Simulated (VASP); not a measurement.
Set up this calculation in VASP 6.6.1, as the native input.

- Task: single point
- Functional: r2SCAN
- Potentials or basis: VASP PAW PBE potentials, release 64 (Mg_sv, O)
- Cutoff: 660 eV
- k mesh: 10 × 10 × 10
- Occupations: gaussian, width 0.05 eV
- Spin: no spin polarisation
- Dipole correction: no
- Second run: valence_matched
- Further INCAR settings: ALGO = Normal; EDIFF = 1e-06; NBANDS = 15

Crystal: MgO.

```xyz
2
Lattice="0.0000 2.1351 2.1351 2.1351 0.0000 2.1351 2.1351 2.1351 0.0000" Properties=species:S:1:pos:R:3 pbc="T T T"
Mg    0.0000    0.0625    0.0000
O     2.1351    2.1351    2.1351
```

This cell differs from its parent crystal: all Mg atoms moved +0.062 Å, as atom 1 along Cartesian [0 1 0].

The input as run:

POSCAR

```
MgO
1.0
    0.0000000000      2.1351500000      2.1351500000
    2.1351500000      0.0000000000      2.1351500000
    2.1351500000      2.1351500000      0.0000000000
Mg O
1 1
Direct
    0.0146359741     -0.0146359741      0.0146359741
    0.5000000000      0.5000000000      0.5000000000
```

INCAR.step1

```
ALGO = Normal
EDIFF = 1E-5
ENCUT = 660
GGA = PE
GGA_COMPAT = F
ISMEAR = 0
LASPH = T
LCHARG = F
LREAL = F
LWAVE = T
NBANDS = 15
NELM = 120
PREC = Accurate
SIGMA = 0.05
```

INCAR.step2

```
ALGO = Normal
EDIFF = 1E-6
ENCUT = 660
GGA_COMPAT = F
ISIF = 2
ISMEAR = 0
ISTART = 1
LASPH = T
LCHARG = F
LMIXTAU = T
LREAL = F
LWAVE = F
METAGGA = R2SCAN
NBANDS = 15
NELM = 120
PREC = Accurate
SIGMA = 0.05
```

KPOINTS

```
k-points
0
Gamma
  10 10 10
```

Potentials or basis: VASP PAW PBE potentials, release 64 (Mg_sv, O).

Run with:

```sh
$ cat potpaw_PBE.64/Mg_sv/POTCAR potpaw_PBE.64/O/POTCAR > POTCAR
$ cp INCAR.step1 INCAR
$ mpirun -np 1 vasp_std > vasp.out
$ cp INCAR.step2 INCAR
$ mpirun -np 1 vasp_std > vasp.out
```

It gave:

| Property | Result |
| --- | --- |
| Pressure | -7.0 GPa |
| Largest force | 0.278 eV/Å |
| Band gap on the k mesh | 5.25 eV, direct |

Caveat: the cell differs from its parent crystal (all Mg atoms moved +0.062 Å, as atom 1 along Cartesian [0 1 0]); the PAW data sets were made with another functional, which shifts forces and pressure a little.

Wall time 2.2 min on 1 thread of AMD EPYC 9R45 96-Core Processor (Zen 5), with other jobs on the host, peak memory 0.15 GiB.
